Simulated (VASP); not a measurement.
# Si (P6_3/mmc) in VASP: a series of runs

The runs below take Si through G0W0 quasiparticle levels, with PBE.

Everything below comes from runs of VASP 6.6.1. Logs are shortened: lines on timing, memory, paths and dates and some standing lists are left out, and cuts for length are marked.

**1. The cell of the first run**

It takes space group P6_3/mmc (No. 194, hexagonal). Conventional cell: a = 3.832 Å, b = 3.832 Å, c = 6.341 Å, α = 90.00°, β = 90.00°, γ = 120.00°. Si (site symmetry 3m) has 4 Si at 2.35 to 2.37 Å within 3.1 Å.

This isn't the form of Si at room conditions, which is diamond.

**2. G0W0 quasiparticle levels, PBE**

Input file POSCAR:

```
Si
1.0
    3.8321296575      0.0000000000      0.0000000000
   -1.9160648287      3.3187216340      0.0000000000
    0.0000000000      0.0000000000      6.3412164314
Si
4
Direct
    0.3333333333      0.6666666667      0.0005609359
    0.6666666667      0.3333333333      0.5005609359
    0.3333333333      0.6666666667      0.3744390641
    0.6666666667      0.3333333333      0.8744390641
```

Input file INCAR.step1:

```
SYSTEM = Si
ALGO = Normal ; EDIFF = 1E-8
ENCUT = 500 ; GGA = PE
ISMEAR = 0 ; LASPH = .TRUE.
LCHARG = .FALSE. ; LREAL = .FALSE.
LWAVE = .TRUE. ; NELM = 80
PREC = Accurate ; SIGMA = 0.01
```

Input file INCAR.step2:

```
SYSTEM = Si
ALGO = Exact ; EDIFF = 1E-8
ENCUT = 500 ; GGA = PE
ISMEAR = 0 ; ISTART = 1
LASPH = .TRUE. ; LCHARG = .FALSE.
LOPTICS = .TRUE. ; LREAL = .FALSE.
LWAVE = .TRUE. ; NBANDS = 139
NELM = 1 ; PREC = Accurate
SIGMA = 0.01
```

Input file INCAR.step3:

```
SYSTEM = Si
ALGO = EVGW0 ; EDIFF = 1E-8
ENCUT = 500 ; ENCUTGW = 80.0
GGA = PE ; ISMEAR = 0
ISTART = 1 ; LASPH = .TRUE.
LCHARG = .FALSE. ; LREAL = .FALSE.
LWAVE = .FALSE. ; NBANDS = 139
NBANDSGW = 16 ; NELMGW = 1
NOMEGA = 96 ; OMEGAMAX = 20
PREC = Accurate ; PRECFOCK = Fast
SIGMA = 0.01
```

Input file KPOINTS:

```
k-points
0
G
  6 6 4
  0 0 0
```

Potentials or basis: VASP PAW PBE potentials, release 64 (Si_GW).

Command:

```sh
cat potpaw_PBE.64/Si_GW/POTCAR > POTCAR
cp INCAR.step1 INCAR
mpirun -np 1 vasp_std > vasp.out
cp INCAR.step2 INCAR
mpirun -np 1 vasp_std > vasp.out
cp INCAR.step3 INCAR
mpirun -np 1 vasp_std > vasp.out
```

OUTCAR:

```text
SYSTEM = Si
   EDIFF = 1E-8
   ENCUT = 500
   ENCUTGW = 80.0
   GGA = PE
   ISMEAR = 0
   ISTART = 1
   LASPH = .TRUE.
   LREAL = .FALSE.
   NELMGW = 1
   PREC = Accurate
   PRECFOCK = Fast

 ion  position               nearest neighbor table
   1  0.333  0.667  0.001-   4 2.35   4 2.35   4 2.35   3 2.37
   2  0.667  0.333  0.501-   3 2.35   3 2.35   3 2.35   4 2.37
   3  0.333  0.667  0.374-   2 2.35   2 2.35   2 2.35   1 2.37
   4  0.667  0.333  0.874-   1 2.35   1 2.35   1 2.35   2 2.37

  LATTYP: Found a hexagonal cell.
 ALAT       =     3.8321296575
 C/A-ratio  =     1.6547499689

  Lattice vectors:

 A1 = (   3.8321296575,   0.0000000000,   0.0000000000)
 A2 = (  -1.9160648287,   3.3187216340,   0.0000000000)
 A3 = (   0.0000000000,   0.0000000000,   6.3412164314)

Analysis of symmetry for initial positions (statically):
=====================================================================
 Subroutine PRICEL returns:
 Original cell was already a primitive cell.

 Routine SETGRP: Setting up the symmetry group for a
 hexagonal supercell.

 Subroutine GETGRP returns: Found 24 space group operations
 (whereof  6 operations were pure point group operations)
 out of a pool of 24 trial point group operations.

The static configuration has the point symmetry C_3v.
 The point group associated with its full space group is D_6h.

Analysis of symmetry for dynamics (positions and initial velocities):
=====================================================================
 Subroutine PRICEL returns:
 Original cell was already a primitive cell.

 Routine SETGRP: Setting up the symmetry group for a
 hexagonal supercell.

 Subroutine GETGRP returns: Found 24 space group operations
 (whereof  6 operations were pure point group operations)
 out of a pool of 24 trial point group operations.

The dynamic configuration has the point symmetry C_3v.
 The point group associated with its full space group is D_6h.

 Subroutine INISYM returns: Found 24 space group operations
 (whereof  6 operations are pure point group operations),
 and found     1 'primitive' translations

----------------------------------------------------------------------------------------

                                     Primitive cell

  volume of cell :      80.6461

  direct lattice vectors                    reciprocal lattice vectors
     3.832129657  0.000000000  0.000000000     0.260951505  0.150660421  0.000000000
    -1.916064829  3.318721634  0.000000000     0.000000000  0.301320843  0.000000000
     0.000000000  0.000000000  6.341216431     0.000000000  0.000000000  0.157698450

  length of vectors
     3.832129657  3.832129657  6.341216431     0.301320843  0.301320843  0.157698450

  position of ions in fractional coordinates (direct lattice)
     0.333333333  0.666666667  0.000560936
     0.666666667  0.333333333  0.500560936
     0.333333333  0.666666667  0.374439064
     0.666666667  0.333333333  0.874439064

  ion indices of the primitive-cell ions
   primitive index   ion index
                 1           1
                 2           2
                 3           3
                 4           4

----------------------------------------------------------------------------------------

 KPOINTS: k-points

Automatic generation of k-mesh.
 Grid dimensions read from file:
 generate k-points for:    6    6    4

 Generating k-lattice:

  Cartesian coordinates                     Fractional coordinates (reciprocal lattice)
     0.043491917  0.025110070  0.000000000     0.166666667  0.000000000  0.000000000
     0.000000000  0.050220140  0.000000000     0.000000000  0.166666667  0.000000000
     0.000000000  0.000000000  0.039424612     0.000000000  0.000000000  0.250000000

  Length of vectors
     0.050220140  0.050220140  0.039424612

  Shift w.r.t. Gamma in fractional coordinates (k-lattice)
     0.000000000  0.000000000  0.000000000

 Subroutine IBZKPT returns following result:
 ===========================================

 Found     21 irreducible k-points:

 Following reciprocal coordinates:
            Coordinates               Weight
  0.000000  0.000000  0.000000      1.000000
  0.166667 -0.000000  0.000000      6.000000
  0.333333 -0.000000  0.000000      6.000000
  0.500000 -0.000000  0.000000      3.000000
  0.166667  0.166667  0.000000      6.000000
  0.333333  0.166667  0.000000     12.000000
[... 13 lines left out ...]
  0.333333  0.166667  0.500000     12.000000
  0.333333  0.333333  0.500000      2.000000
   k-points           NKPTS =     21   k-points in BZ     NKDIM =    144   number of bands    NBANDS=    139
   number of dos      NEDOS =    301   number of ions     NIONS =      4
   total plane-waves  NPLWV =  37632
   dimension x,y,z NGX =    28 NGY =   28 NGZ =   48
   dimension x,y,z NGXF=    56 NGYF=   56 NGZF=   96
   ions per type =               4
   NGX,Y,Z   is equivalent  to a cutoff of  12.15, 12.15, 12.58 a.u.
   NGXF,Y,Z  is equivalent  to a cutoff of  24.29, 24.29, 25.17 a.u.
 SYSTEM =  Si
   PREC   = accura    normal or accurate (medium, high low for compatibility)
   ISTART =      1    job   : 0-new  1-cont  2-samecut
   ICHARG =      0    charge: 1-file 2-atom 10-const
   ISPIN  =      1    spin polarized calculation?
   LNONCOLLINEAR =      F non collinear calculations
   LSORBIT =      F    spin-orbit coupling
   LASPH  =      T    aspherical Exc in radial PAW
   ENCUT  =  500.0 eV  36.75 Ry    6.06 a.u.   6.99  6.99 11.56*2*pi/ulx,y,z
   NELM   =     60;   NELMIN=  2; NELMDL=  0     # of ELM steps
   EDIFF  = 0.1E-07   stopping-criterion for ELM
   LREAL  =      F    real-space projection
   EDIFFG = 0.1E-06   stopping-criterion for IOM
   NSW    =      0    number of steps for IOM
   IBRION =     -1    ionic relax: 0-MD 1-quasi-New 2-CG
   NFREE  =      0    steps in history (QN), initial steepest desc. (CG)
   ISIF   =      0    stress and relaxation
   ISYM   =      3    0-nonsym 1-usesym 2-fastsym
   POTIM  = 0.5000    time-step for ionic-motion
   TEBEG  =    0.0;   TEEND  =   0.0 temperature during run
   PSTRESS=    0.0 pullay stress
   NELECT =      16.0000    total number of electrons
   NUPDOWN=      -1.0000    fix difference up-down
   EMIN   =  10.00;   EMAX   =-10.00  energy-range for DOS
   EFERMI =   0.00;   METHOD = LEGACY
   ISMEAR =     0;   SIGMA  =   0.01  broadening in eV -4-tet -1-fermi 0-gaus
   EFERMI_NEDOS =   21; number of points for ismear=-14 and -15
   IALGO  =     38    algorithm
   IMIX   =      4    mixing-type and parameters
     AMIX     =   0.40;   BMIX     =  1.00
     AMIX_MAG =   1.60;   BMIX_MAG =  1.00
  volume/ion in A,a.u.               =      20.16       136.06
  Fermi-wavevector in a.u.,A,eV,Ry     =   0.954817  1.804343 12.404107  0.911676
  Thomas-Fermi vector in A             =   2.083599
   LORBIT       =      0    0 simple, 1 ext, 2 COOP (PROOUT), +10 PAW based schemes
   GGA     = PE    functional components
   LHFCALC =     T    Hartree Fock is set to
   PRECFOCK=fast      Normal, Fast or Accurate (Low or Medium for compatibility)
   ENCUT4O =  -1.0   cutoff for four orbital integrals eV
   NKREDX  =     1    reduce k-point grid by
   NKREDY  =     1    reduce k-point grid by
   NKREDZ  =     1    reduce k-point grid by
   AEXX    =    1.0000 exact exchange contribution
   HFSCREEN=    0.0000 screening length (either q_TF or 0.3 A-1)
   HFSCREENC=   0.0000 screening length for correlation (either q_TF or 0.3 A-1)
   ENCUTFOCK=  -1.0 apply spherical cutoff to Coloumb kernel
   IVDW    =     0    specifies the selected vdW correction
   LEPSILON=     F    determine dielectric tensor
   LRPA    =     F    only Hartree local field effects (RPA)
   LRPAFORCE           =     F    calculate RPA forces
   ENCUTGW             =  80.0    cutoff for response function in eV
   ENCUTGWSOFT         =  64.0    soft cutoff for Coulomb kernel in GW response function in eV
   ENCUTLF             =  -1.0    cutoff for local field effects
   NELMGW              =     1    number of iterations in solving QP/BSE equation
   NELMHF              =     1    number of iterations in the inner HF iteration
   NKREDLFX            =     1    NKREDLFY  =   1   NKREDLFZ  =   1
 non-spin polarized calculation
 Gauss-broadening in eV      SIGMA  =   0.01
  energy-cutoff  :      500.00
  volume of cell :       80.65
 maximum number of plane-waves:      2060
 NGX is ok and might be reduce to    28
  NGX = 16; NGY = 16; NGZ = 28
   NGX = 13   NGY = 13   NGZ = 23
 maximum number of plane-waves:       138
 NGX is ok and might be reduce to    14

 QP shifts <psi_nk| G(iteration)W_0 |psi_nk>: iteration 1
 for sc-GW calculations column KS-energies equals QP-energies in previous step
 and V_xc(KS)=  KS-energies - (<T + V_ion + V_H > + <T+V_H+V_ion>^1  + <V_x>^1)

 k-point   1 :       0.0000    0.0000    0.0000
  band No.  KS-energies  QP-energies   sigma(KS)   V_xc(KS)     V^pw_x(r,r')   Z            occupation Imag(sigma)

      1      -6.5303      -6.7667     -10.8155     -10.4501     -17.4977       0.6468       2.0000       1.1633
      2      -4.2580      -4.5257     -11.2377     -10.8413     -16.8917       0.6752       2.0000       0.8110
      3      -1.5567      -1.8872     -10.6607     -10.1825     -14.8672       0.6913       2.0000       0.4149
      4       4.1430       3.8158     -11.5468     -11.1088     -12.9751       0.7470       2.0000       0.0418
      5       4.1430       3.8158     -11.5468     -11.1088     -12.9751       0.7470       2.0000       0.0418
      6       5.2967       5.0445     -11.6673     -11.3349     -12.5346       0.7587       2.0000       0.0296
[... 8 lines left out ...]
     15       9.8190      10.1439      -9.7407     -10.1806      -5.1376       0.7385       0.0000      -0.1004
     16      11.5876      11.9426      -9.1244      -9.5978      -4.3412       0.7500       0.0000      -0.1635

 k-point   2 :       0.1667   -0.0000    0.0000
  band No.  KS-energies  QP-energies   sigma(KS)   V_xc(KS)     V^pw_x(r,r')   Z            occupation Imag(sigma)

      1      -6.2092      -6.4550     -10.8570     -10.4794     -17.3887       0.6510       2.0000       1.1154
      2      -3.9296      -4.1991     -11.2591     -10.8628     -16.7602       0.6800       2.0000       0.7608
      3      -1.4115      -1.7310     -10.8116     -10.3526     -14.9659       0.6960       2.0000       0.3993
      4       2.2708       1.9161     -10.9804     -10.4917     -13.0143       0.7258       2.0000       0.0770
      5       3.5970       3.2519     -11.3524     -10.8867     -12.9397       0.7411       2.0000       0.0474
      6       3.8009       3.5308     -11.6374     -11.2731     -13.1664       0.7417       2.0000       0.0496
[... 8 lines left out ...]
     15      10.9493      11.2785      -9.9469     -10.3963      -4.9767       0.7326       0.0000      -0.1538
     16      11.3275      11.5553      -9.0888      -9.3925      -4.2263       0.7500       0.0000      -0.1580
[... 348 lines left out ...]
      5       2.0646       1.6793     -10.7496     -10.2172     -12.8853       0.7237       2.0000       0.0823
      6       2.0646       1.6793     -10.7496     -10.2172     -12.8853       0.7237       2.0000       0.0823
[... 8 lines left out ...]
     15      12.4154      12.6702      -9.7472     -10.0946      -4.2627       0.7333       0.0000      -0.2584
     16      12.4154      12.6702      -9.7472     -10.0946      -4.2627       0.7333       0.0000      -0.2584

 k-point  21 :       0.3333    0.3333    0.5000
  band No.  KS-energies  QP-energies   sigma(KS)   V_xc(KS)     V^pw_x(r,r')   Z            occupation Imag(sigma)

      1      -3.0942      -3.3547     -11.3409     -10.9606     -16.4589       0.6851       2.0000       0.6382
      2      -3.0942      -3.3547     -11.3409     -10.9606     -16.4589       0.6851       2.0000       0.6382
      3      -1.7592      -2.0491     -11.1572     -10.7392     -15.5582       0.6936       2.0000       0.4451
      4      -1.7592      -2.0491     -11.1572     -10.7392     -15.5582       0.6936       2.0000       0.4451
      5       1.1834       0.7727     -10.4366      -9.8599     -13.0010       0.7122       2.0000       0.1219
      6       1.1834       0.7727     -10.4366      -9.8599     -13.0010       0.7122       2.0000       0.1219
[... 8 lines left out ...]
     15      11.9517      12.1506      -9.4880      -9.7553      -4.4720       0.7440       0.0000      -0.1957
     16      11.9517      12.1506      -9.4880      -9.7553      -4.4720       0.7440       0.0000      -0.1957
```

Wall time 13 min (1 thread of Intel Xeon 6975P-C (Granite Rapids), shared host); peak memory 2.1 GiB.

Results:

```
Quasiparticle gap                                   : 0.78 eV
Least direct quasiparticle gap                      : 1.54 eV
Band gap of the starting levels on the mesh         : 0.42 eV
Least direct gap of the starting levels on the mesh : 1.03 eV
```

Caveat: bands, screening cutoff and mesh are small and nothing is extrapolated, so the quasiparticle values aren't converged.

**3. G0W0 quasiparticle levels, PBE**

POSCAR is that of step 2.

Input file INCAR.step1:

```
SYSTEM = Si
ALGO = Normal
EDIFF = 1E-8
ENCUT = 500
GGA = PE
ISMEAR = 0
LASPH = .True.
LCHARG = .False.
LREAL = .False.
LWAVE = .True.
NELM = 80
PREC = Accurate
SIGMA = 0.01
```

Input file INCAR.step2:

```
SYSTEM = Si
ALGO = Exact
EDIFF = 1E-8
ENCUT = 500
GGA = PE
ISMEAR = 0
ISTART = 1
LASPH = .True.
LCHARG = .False.
LOPTICS = .True.
LREAL = .False.
LWAVE = .True.
NBANDS = 311
NELM = 1
PREC = Accurate
SIGMA = 0.01
```

Input file INCAR.step3:

```
SYSTEM = Si
ALGO = EVGW0
EDIFF = 1E-8
ENCUT = 500
ENCUTGW = 140.0
GGA = PE
ISMEAR = 0
ISTART = 1
LASPH = .True.
LCHARG = .False.
LREAL = .False.
LWAVE = .False.
NBANDS = 311
NBANDSGW = 16
NELMGW = 1
NOMEGA = 96
OMEGAMAX = 20
PREC = Accurate
PRECFOCK = Fast
SIGMA = 0.01
```

Input file KPOINTS:

```
k-points
0
Gamma
  6 6 2
  0 0 0
```

Potentials or basis: VASP PAW PBE potentials, release 64 (Si_GW).

Command:

```sh
cat potpaw_PBE.64/Si_GW/POTCAR > POTCAR
cp INCAR.step1 INCAR
mpirun -np 1 vasp_std > vasp.out
cp INCAR.step2 INCAR
mpirun -np 1 vasp_std > vasp.out
cp INCAR.step3 INCAR
mpirun -np 1 vasp_std > vasp.out
```

OUTCAR:

```text
SYSTEM = Si
   EDIFF = 1E-8
   ENCUT = 500
   ENCUTGW = 140.0
   GGA = PE
   ISMEAR = 0
   ISTART = 1
   LASPH = .True.
   LREAL = .False.
   NELMGW = 1
   PREC = Accurate
   PRECFOCK = Fast

 ion  position               nearest neighbor table
   1  0.333  0.667  0.001-   4 2.35   4 2.35   4 2.35   3 2.37
   2  0.667  0.333  0.501-   3 2.35   3 2.35   3 2.35   4 2.37
   3  0.333  0.667  0.374-   2 2.35   2 2.35   2 2.35   1 2.37
   4  0.667  0.333  0.874-   1 2.35   1 2.35   1 2.35   2 2.37

  LATTYP: Found a hexagonal cell.
 ALAT       =     3.8321296575
 C/A-ratio  =     1.6547499689
[... 171 lines left out ...]
   NELMGW              =     1    number of iterations in solving QP/BSE equation
   NELMHF              =     1    number of iterations in the inner HF iteration
   NKREDLFX            =     1    NKREDLFY  =   1   NKREDLFZ  =   1
 non-spin polarized calculation
 Gauss-broadening in eV      SIGMA  =   0.01
  energy-cutoff  :      500.00
  volume of cell :       80.65
 maximum number of plane-waves:      2060
 NGX is ok and might be reduce to    28
  NGX = 16; NGY = 16; NGZ = 28
   NGX = 13   NGY = 13   NGZ = 23
 maximum number of plane-waves:       316

 QP shifts <psi_nk| G(iteration)W_0 |psi_nk>: iteration 1
 for sc-GW calculations column KS-energies equals QP-energies in previous step
 and V_xc(KS)=  KS-energies - (<T + V_ion + V_H > + <T+V_H+V_ion>^1  + <V_x>^1)

 k-point   1 :       0.0000    0.0000    0.0000
  band No.  KS-energies  QP-energies   sigma(KS)   V_xc(KS)     V^pw_x(r,r')   Z            occupation Imag(sigma)

      1      -6.5310      -6.9246     -11.0533     -10.4502     -17.4999       0.6525       2.0000       1.1536
      2      -4.2574      -4.6965     -11.4921     -10.8416     -16.8973       0.6750       2.0000       0.7906
      3      -1.5598      -2.0212     -10.8597     -10.1820     -14.8692       0.6809       2.0000       0.3870
      4       4.1430       3.5900     -11.8503     -11.1090     -12.9431       0.7461       2.0000       0.0394
      5       4.1430       3.5900     -11.8503     -11.1090     -12.9431       0.7461       2.0000       0.0394
      6       5.2934       4.7918     -11.9964     -11.3326     -12.6177       0.7556       2.0000       0.0324
[... 255 lines left out ...]
      2      -3.0956      -3.5332     -11.6000     -10.9602     -16.4607       0.6841       2.0000       0.6236
      3      -1.7592      -2.2275     -11.4161     -10.7391     -15.5575       0.6917       2.0000       0.4308
      4      -1.7592      -2.2275     -11.4161     -10.7391     -15.5575       0.6917       2.0000       0.4308
      5       1.1840       0.6223     -10.6510      -9.8609     -13.0023       0.7110       2.0000       0.1102
      6       1.1840       0.6223     -10.6510      -9.8609     -13.0023       0.7110       2.0000       0.1102
[... 8 lines left out ...]
     15      11.9524      11.9615      -9.7438      -9.7562      -4.4749       0.7412       0.0000      -0.1860
     16      11.9524      11.9615      -9.7438      -9.7562      -4.4749       0.7412       0.0000      -0.1860
```

OUTCAR.step2:

```text
SYSTEM = Si
   EDIFF = 1E-8
   ENCUT = 500
   GGA = PE
[... 877 lines left out ...]
  --------------------------------------------------------------------------------------------------------------
     0.00000    15.85684    15.85684    12.75284     0.00000    -0.00000    -0.00000
     1.69573    20.42543    20.42543    15.89577     0.00000    -0.00000    -0.00000
     3.39146    17.28711    17.28711    27.51484     0.00000    -0.00000    -0.00000
     5.08718    -4.62150    -4.62150    -4.55367    -0.00000    -0.00000    -0.00000
     6.78291    -7.68836    -7.68836    -3.29267    -0.00000    -0.00000    -0.00000
     8.47864    -4.14701    -4.14701    -4.10773    -0.00000    -0.00000    -0.00000
[... 92 lines left out ...]
   166.18134     0.98937     0.98937     0.99027    -0.00000     0.00000     0.00000
   167.87707     0.98960     0.98960     0.99047    -0.00000     0.00000     0.00000
```

Wall time 12 min (1 thread of Intel Xeon 6975P-C (Granite Rapids), shared host); peak memory 1.6 GiB.

Results:

* Quasiparticle gap: 0.91 eV
* Least direct quasiparticle gap: 1.63 eV
* Band gap of the starting levels on the mesh: 0.42 eV
* Least direct gap of the starting levels on the mesh: 1.03 eV

Caveat: the k points lie up to 0.50 Å⁻¹ apart; bands, screening cutoff and mesh are small and nothing is extrapolated, so the quasiparticle values aren't converged.
